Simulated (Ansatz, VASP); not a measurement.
# BN in VASP and in Ansatz

```
CELL_PARAMETERS angstrom
0.00000 1.80480 1.80480
1.80480 0.00000 1.80480
1.80480 1.80480 0.00000
ATOMIC_POSITIONS crystal
B 0.00000 0.00000 0.00000
N 0.75000 0.75000 0.75000
```

Alike in both runs: task single point; functional r2SCAN; k mesh 12 × 12 × 12; occupations gaussian, width 0.05 eV; no spin polarisation.

```csv
,VASP,Ansatz
version,VASP 6.6.1,Ansatz 0.2.0
potentials or method,"VASP PAW PBE potentials, release 64 (B_h, N_h), cutoff 1460 eV","scalar-relativistic, plane waves, PAW"
valence electrons in the cell,8,8
```

Ansatz gave:

| Quantity | Value |
| --- | --- |
| gap on the k mesh at the Fermi level (eV) | 5.00 |
| least direct gap on the mesh (eV) | 9.59 |
| pressure (GPa) | 0.0 |

Q: Which values does VASP return?

A: gap on the k mesh at the Fermi level (eV): 5.00; least direct gap on the mesh (eV): 9.57; pressure (GPa): -0.4.

VASP's potentials were made for PBE, not for r2SCAN.
